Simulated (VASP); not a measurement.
BaTiO3, 5 atoms in the cell. It takes space group P4/mmm (No. 123, tetragonal). The conventional cell has a = 4.007 Å, b = 4.007 Å, c = 3.887 Å, α = 90.00°, β = 90.00°, γ = 90.00°. Ba (site symmetry 4/mmm) has 12 O at 2.79 to 2.83 Å and 8 Ti at 3.44 Å within 3.7 Å. Ti (site symmetry 4/mmm) has 6 O at 1.94 to 2.00 Å within 2.6 Å. O (site symmetry mmm) has 2 Ti at 2.00 Å and 4 Ba at 2.79 Å and 8 O at 2.79 to 2.83 Å within 2.9 Å. O (site symmetry 4/mmm) has 2 Ti at 1.94 Å within 2.6 Å.  This cell differs from its parent crystal: zz strain of -3 %.

| Quantity | Value |
| --- | --- |
| Program | VASP 6.6.1 |
| Task | electric field gradients |
| Functional | PBE |
| Potentials or basis | VASP PAW PBE potentials, release 64 (Ba_sv, Ti_sv, O) |
| Cutoff | 520 eV |
| k mesh | 8 × 8 × 8 |
| Occupations | fermi-dirac, width 0.05 eV |
| Spin | no spin polarisation |
| Dipole correction | no |
| Further INCAR settings | ALGO = Normal; EDIFF = 1e-08; NBANDS = 28 |

Potentials or basis: VASP PAW PBE potentials, release 64 (Ba_sv, Ti_sv, O).

Launch:

```console
$ cat potpaw_PBE.64/Ba_sv/POTCAR potpaw_PBE.64/Ti_sv/POTCAR potpaw_PBE.64/O/POTCAR > POTCAR
$ mpirun -np 1 vasp_std > vasp.out
```

Hardware: 1 thread of Intel(R) Xeon(R) 6975P-C (Granite Rapids), on a shared host.

Estimate the wall time of this run.

Wall time 67 s on 1 thread of Intel(R) Xeon(R) 6975P-C (Granite Rapids), with other jobs on the host, peak memory 0.26 GiB. Counts: scf iterations 18, k points 75.
